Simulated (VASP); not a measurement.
**Si2C: relaxation of cell and atoms with PBE**

Si2C:

```xyz
6
Lattice="4.0422 0.0000 0.0000 -2.0211 3.5007 0.0000 0.0000 0.0000 7.1708" Properties=species:S:1:pos:R:3 pbc="T T T"
Si    0.0000    2.3338    5.2708
Si    0.0000    2.3338    1.9000
Si    2.0211    1.1669    5.2708
Si    2.0211    1.1669    1.9000
C     0.0000    2.3338    0.0000
C     2.0211    1.1669    0.0000
```

```json
{
  "Program": "VASP 6.6.1",
  "Task": "relaxation of cell and atoms",
  "Functional": "PBE",
  "Potentials or basis": "VASP PAW PBE potentials, release 64 (Si, C)",
  "Cutoff": "600 eV",
  "k mesh": "12 × 12 × 6",
  "Occupations": "gaussian, width 0.1 eV",
  "Spin": "no spin polarisation",
  "Dipole correction": "no",
  "Further INCAR settings": "ALGO = Normal; EDIFF = 1e-06; IBRION = 2; EDIFFG = -0.01; NSW = 100; ISIF = 3"
}
```

```json
{"Relaxed volume": "16.86 Å³/atom", "Relaxed cell": "a = 4.034 Å, b = 4.034 Å, c = 7.178 Å, α = 90.00°, β = 90.00°, γ = 120.00°", "Space group after relaxing (to 0.05 Å)": "P6/mmm (No. 191)", "Energy gained by relaxing": "0.1 meV/atom", "Ionic steps": "4", "Pressure after relaxing": "0.1 GPa", "Largest force after relaxing": "0.006 eV/Å", "Band gap on the k mesh": "zero (band 12 reaches 5.73 eV, above the bottom of band 13 at 5.19 eV)"}
```

Forces in eV/Å, atoms in the order of the input:
```
Si   0.000  0.000 -0.006
Si   0.000  0.000  0.006
Si   0.000  0.000 -0.006
Si   0.000  0.000  0.006
C    0.000  0.000  0.000
C    0.000  0.000  0.000
```

The path:
```tsv
step	energy change (eV)	largest force (eV/Å)	pressure (GPa)	volume (Å³)
1	0.0000	0.0276	-0.12	101.47
2	-0.0005	0.0230	-0.07	101.28
3	-0.0006	0.0108	-0.09	101.33
4	-0.0006	0.0060	0.08	101.18
```

Final structure:
```xyz
6
Lattice="4.0343 0.0000 0.0000 -2.0171 3.4938 0.0000 0.0000 0.0000 7.1785" Properties=species:S:1:pos:R:3 pbc="T T T"
Si    0.0000    2.3292    5.2758
Si    0.0000    2.3292    1.9026
Si    2.0171    1.1646    5.2758
Si    2.0171    1.1646    1.9026
C     0.0000    2.3292    7.1785
C     2.0171    1.1646    7.1785
```

Levels at points of the mesh, in eV from the Fermi level:
| k point | band 8 | band 9 | band 10 | band 11 | band 12 | band 13 | band 14 | band 15 | band 16 |
| --- | --- | --- | --- | --- | --- | --- | --- | --- | --- |
| (0.00, 0.00, 0.00) | -3.99 | -1.68 | -1.68 | -0.43 | -0.01 | -0.01 | 0.16 | 0.16 | 0.89 |
| (0.50, 0.00, 0.00) | -2.94 | -2.83 | -2.70 | -2.53 | -1.05 | 1.21 | 1.40 | 1.47 | 2.09 |
| (0.00, 0.00, 0.50) | -4.05 | -2.03 | -2.03 | 0.23 | 0.23 | 0.51 | 0.51 | 1.51 | 2.27 |
| (0.50, 0.00, 0.50) | -4.49 | -3.48 | -3.23 | -2.38 | -0.44 | -0.01 | 1.95 | 2.56 | 3.01 |

Wall time 4.9 min on 1 thread of Intel Xeon 6975P-C, with other jobs on the host, peak memory 0.32 GiB.
